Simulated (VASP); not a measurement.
**C: single point with PBE**

The system is C.

```xyz
12
Lattice="2.4150 0.0000 0.0000 -1.2075 2.0915 0.0000 0.0000 0.0000 11.9137" Properties=species:S:1:pos:R:3 pbc="T T T"
C     0.0000    0.0000    2.2276
C     0.0000    0.0000    8.1845
C     0.0000    0.0000    3.7292
C     0.0000    0.0000    9.6860
C     0.0000    1.3943    6.2045
C     1.2075    0.6972    0.2477
C     0.0000    1.3943   11.6660
C     1.2075    0.6972    5.7092
C     0.0000    1.3943    7.6851
C     1.2075    0.6972    1.7282
C     0.0000    1.3943   10.1854
C     1.2075    0.6972    4.2286
```

This cell differs from its parent crystal: volume scaled by 0.88, then relaxed in part.

```json
{
  "Program": "VASP 6.6.1",
  "Task": "single point",
  "Functional": "PBE",
  "Potentials or basis": "VASP PAW PBE potentials, release 64 (C)",
  "Cutoff": "520 eV",
  "k mesh": "12 × 12 × 2",
  "Occupations": "gaussian, width 0.02 eV",
  "Spin": "no spin polarisation",
  "Dipole correction": "no",
  "Further INCAR settings": "ALGO = Normal; EDIFF = 1e-06; NBANDS = 36"
}
```

* Pressure: 71.2 GPa
* Largest force: 0.003 eV/Å
* Band gap on the k mesh: 4.76 eV, indirect (least direct gap 5.66 eV)

Forces in eV/Å, atoms in the order of the input:
```
C    0.000  0.000  0.003
C    0.000  0.000  0.003
C    0.000  0.000 -0.003
C    0.000  0.000 -0.003
C    0.000  0.000  0.000
C    0.000  0.000  0.000
C    0.000  0.000  0.000
C    0.000  0.000  0.000
C    0.000  0.000 -0.001
C    0.000  0.000 -0.001
C    0.000  0.000  0.001
C    0.000  0.000  0.001
```

Levels at points of the mesh, in eV from the valence-band top:
```csv
k point,band 21,band 22,band 23,band 24,band 25,band 26,band 27,band 28
"(0.00, 0.00, 0.00)",-1.11,-0.22,0.00,0.00,5.66,5.66,5.84,6.87
"(0.50, 0.00, 0.00)",-4.59,-4.55,-4.10,-3.27,4.90,5.50,5.55,5.93
"(0.00, 0.00, 0.50)",-0.37,-0.37,-0.37,-0.37,6.10,6.10,6.10,6.10
"(0.50, 0.00, 0.50)",-4.25,-4.25,-3.66,-3.66,5.06,5.06,6.21,6.21
```

It took 56 s on 1 thread of Intel Xeon 6975P-C, with other jobs on the host, peak memory 0.2 GiB.

 A k mesh can miss the band edges.
